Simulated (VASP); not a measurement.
Crystal: HfC.

```
Hf C
1.0
     0.00000    2.32500    2.32500
     2.32500    0.00000    2.32500
     2.32500    2.32500    0.00000
Hf C
1 1
Direct
  0.50000 0.50000 0.50000
  0.00000 0.00000 0.00000
```

* Program: VASP 6.6.1
* Task: relaxation of cell and atoms
* Functional: PBEsol
* Potentials or basis: VASP PAW PBE potentials, release 64 (Hf_pv, C)
* Cutoff: 600 eV
* k mesh: 11 × 11 × 11
* Occupations: fermi-dirac, width 0.1 eV
* Spin: no spin polarisation

At the start: pressure -7.0 GPa; volume 12.57 Å³/atom.

How do energy, volume and symmetry change on relaxing?

Over 4 steps the energy falls by 8.2 meV/atom and the volume is 12.20 Å³/atom (-2.9 %); space group Fm-3m (No. 225, to 0.05 Å).

Step by step:
| step | energy change (eV) | largest force (eV/Å) | pressure (GPa) | volume (Å³) |
| --- | --- | --- | --- | --- |
| 1 | 0.0000 | 0.0000 | -7.03 | 25.14 |
| 2 | 0.0371 | 0.0000 | 14.55 | 23.18 |
| 3 | -0.0163 | 0.0000 | -0.18 | 24.42 |
| 4 | -0.0163 | 0.0000 | 0.06 | 24.41 |

Final structure:
```
Hf C
1.0
     0.00000    2.30226    2.30226
     2.30226    0.00000    2.30226
     2.30226    2.30226    0.00000
Hf C
1 1
Direct
  0.50000 0.50000 0.50000
  0.00000 0.00000 0.00000
```

Caveat: the PAW data sets were made with another functional, which shifts forces and pressure a little.
